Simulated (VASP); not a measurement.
Input of a VASP 6.6.1 run:

The input INCAR:

```
PREC = Accurate
ENCUT = 500
EDIFF = 1E-6
ISMEAR = 0
SIGMA = 0.05
LREAL = F
LASPH = T
NELM = 120
ALGO = Normal
ISIF = 2
LWAVE = F
LCHARG = F
GGA = PS
NBANDS = 11
GGA_COMPAT = F
```

File KPOINTS:

```
Automatic mesh
0
Gamma
  10 10 10
```

File POSCAR:

```
NaH
1.0
    2.9551240000      0.0000000000      0.0000000000
    0.0000000000      2.9551240000      0.0000000000
    0.0000000000      0.0000000000      2.9551240000
Na H
1 1
Direct
   -0.0126898228      0.0000000000      0.0000000000
    0.5000000000      0.5000000000      0.5000000000
```

Potentials or basis: VASP PAW PBE potentials, release 64 (Na_pv, H).

The run is started by

```console
$ cat potpaw_PBE.64/Na_pv/POTCAR potpaw_PBE.64/H/POTCAR > POTCAR
$ mpirun -np 1 vasp_std > vasp.out
```

Problem. Estimate the band gap on the k mesh.

Solution. 0.80 eV, indirect (least direct gap 4.31 eV).

Problem. Estimate the pressure.

Solution. -0.5 GPa.

Forces on the atoms (eV/Å):
```
Na   0.016  0.000  0.000
H   -0.016  0.000  0.000
```

Caveat: the cell differs from its parent crystal (all Na atoms moved +0.037 Å, as atom 1 towards its neighbour atom 1 (Na) at 2.955 Å); the PAW data sets were made with another functional, which shifts forces and pressure a little. A k mesh can miss the band edges.
